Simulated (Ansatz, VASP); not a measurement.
MoS2 in VASP and in Ansatz

```
Mo S
1.0
     1.55313    0.89670    5.99017
    -1.55313    0.89670    5.99017
     0.00000   -1.79340    5.99017
Mo S
1 2
Direct
  0.00000 0.00000 0.00000
  0.25000 0.25000 0.25000
  0.75000 0.75000 0.75000
```

Change from the starting cell: volume scaled by 0.94.

Alike in both runs: task single point; functional PBEsol; k mesh 10 × 10 × 10; occupations fermi-dirac, width 0.05 eV; no spin polarisation.

```csv
,VASP,Ansatz
version,VASP 6.6.1,Ansatz 0.2.0
potentials or method,"VASP PAW PBE potentials, release 64 (Mo_sv, S), cutoff 520 eV","all-electron LAPW, scalar-relativistic"
```

```tsv
	VASP	Ansatz	Ansatz less VASP
gap on the k mesh at the Fermi level (eV)	none	none	-
pressure (GPa)	14.0	14.0	+0.04
traceless stress, the component that is largest in VASP (GPa)	4.63	4.60	-0.034
rms of the force components (eV/Å)	0.928	0.927	-0.0009
```

VASP's potentials were made for PBE, not for PBEsol. Atom by atom the forces differ by 0.001 eV/Å (rms over components). A gap of «none» marks a metal or a gap that the smearing closes. Ansatz ran all-electron here, and VASP with PAW potentials.
